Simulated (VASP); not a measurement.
Here is a VASP 6.6.1 calculation.

INCAR

```
SYSTEM = B2AsN
PREC = Accurate
ENCUT = 700
EDIFF = 1E-6
ISMEAR = -1
SIGMA = 0.02
LREAL = .FALSE.
LASPH = .TRUE.
NELM = 120
ALGO = Normal
ISIF = 2
LWAVE = .FALSE.
LCHARG = .FALSE.
GGA = PE
NBANDS = 21
GGA_COMPAT = .FALSE.
```

Contents of KPOINTS:

```
Automatic mesh
0
G
  8 8 6
  0 0 0
```

File POSCAR:

```
B2AsN
1.0
    3.0545601709      0.0000000000      0.0000000000
    0.0000000000      3.0545601709      0.0000000000
    0.0000000000      0.0000000000      4.3828803378
N B As
1 2 1
Direct
    0.0000000000      0.0000000000      0.0000000000
    0.0000000000      0.5000000000      0.8031805781
    0.5000000000      0.0000000000      0.1968194219
    0.5000000000      0.5000000000      0.5000000000
```

Potentials or basis: VASP PAW PBE potentials, release 64 (N, B, As_d).

The run is started by

```console
$ cat potpaw_PBE.64/N/POTCAR potpaw_PBE.64/B/POTCAR potpaw_PBE.64/As_d/POTCAR > POTCAR
$ mpirun -np 1 vasp_std > vasp.out
```

Task: Predict the largest force.

Result: 0.309 eV/Å.

Task: Predict the band gap on the k mesh.

Result: Zero (filled and empty bands touch).

Task: Predict the pressure.

Result: -10.7 GPa.

Stress tensor (GPa, compression positive):
```
-10.41   0.00   0.00
  0.00 -10.41   0.00
  0.00   0.00 -11.39
```

Caveat: the cell stands under tension; semilocal functionals underestimate gaps, and a narrow one can read as zero.
